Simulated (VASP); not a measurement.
Crystal: Sr4HfO.

```
Sr Hf O
1.0
     3.42438    0.00000    0.00000
    -1.71219    2.96560    0.00000
     0.00000    0.00000   13.57151
Sr Hf O
4 1 1
Direct
  0.66667 0.33333 0.62764
  0.00000 0.00000 0.87715
  0.00000 0.00000 0.12285
  0.66667 0.33333 0.37236
  0.00000 0.00000 0.50000
  0.66667 0.33333 0.00000
```

The cell was built from a structure type or drawn by symmetry, and may not be a known phase.

```yaml
Program: VASP 6.6.1
Task: relaxation of cell and atoms
Functional: PBE
Potentials_or_basis: VASP PAW PBE potentials, release 64 (Sr_sv, Hf_pv, O)
Cutoff: 600 eV
k_mesh: 6 × 6 × 2
Occupations: gaussian, width 0.1 eV
Spin: no spin polarisation
```

At the start: pressure 23.6 GPa; volume 22.97 Å³/atom.

Where does the relaxation end?

Over 13 steps the energy falls by 1158.0 meV/atom and the volume is 32.10 Å³/atom (+39.8 %); space group P-6m2 (No. 187, to 0.1 Å) before and after.

Step by step:
```
step  energy change (eV)  largest force (eV/Å)  pressure (GPa)  volume (Å³)
   1              0.0000                6.5380           23.58       137.82
   2             -5.6170                1.9918           -2.47       216.77
   3             -5.6568                1.9682           -1.33       207.42
   4             -6.1426                1.5113           -0.98       203.15
   5             -6.7503                0.7340            1.31       190.74
   6             -6.7618                0.6973            0.82       192.57
   7             -6.9087                0.2727           -0.25       196.89
   8             -6.9088                0.2705           -0.26       196.92
   9             -6.9274                0.2091           -0.11       195.15
  10             -6.9453                0.0291            0.40       190.37
  11             -6.9460                0.0508            0.31       191.14
  12             -6.9461                0.0860           -0.28       194.05
  13             -6.9480                0.0223            0.00       192.62
```

Final structure:
```
Sr Hf O
1.0
     3.71525    0.00000    0.00000
    -1.85763    3.21750    0.00000
     0.00000    0.00000   16.11331
Sr Hf O
4 1 1
Direct
  0.66667 0.33333 0.67434
  0.00000 0.00000 0.90118
  0.00000 0.00000 0.09882
  0.66667 0.33333 0.32566
  0.00000 0.00000 0.50000
  0.66667 0.33333 0.00000
```

Caveat: the volume moved by over 15 % at a fixed basis, so the end points are rough.
